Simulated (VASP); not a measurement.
Runs of VASP 6.6.1 on SnH2. The structure is that of space group Fm-3m (No. 225), or close to it. The cells are those of the table. 

```tsv
task	level	cell	k mesh	cutoff (eV)	gap on the mesh (eV)	pressure (GPa)	relaxed volume (Å³/atom)
relaxation of cell and atoms	PBEsol	relaxed from a = 3.035 Å, angles 60.0°, 3 atoms	8 × 8 × 8	600	none	0.0	12.12
single point	r2SCAN+rVV10	a = 3.740 Å, angles 60.0°, 3 atoms	10 × 10 × 10	520	none	(a)	-
single point	r2SCAN+rVV10	a = 3.740 Å, angles 60.0°, 3 atoms	8 × 8 × 8	520	none	0.0	-
relaxation of cell and atoms	r2SCAN+rVV10	relaxed from a = 3.726 Å, angles 60.0°, 3 atoms	8 × 8 × 8	600	none	0.0	12.34
single point	PBEsol	a = 3.726 Å, angles 60.0°, 3 atoms	8 × 8 × 8	520	none	-0.1	-
```

Alike in all rows: potentials or basis VASP PAW PBE potentials, release 64 (Sn_d, H); no spin polarisation; smearing fermi-dirac 0.03 eV.

Task: Fill in the values left out.

Result: (a) 0.4.

Caveats: the structure was generated, so it needn't be the stable form of SnH2; the PAW data sets were made with another functional, which shifts forces and pressure a little; spin-orbit coupling is left out, which moves the levels of the heavy elements; the volume moved by over 15 % at a fixed basis, so the end points are rough (at least some runs).

A k mesh can miss the band edges, and the runs leave out spin-orbit coupling on Sn.

A gap of «none» marks levels without a gap at the run's occupations.
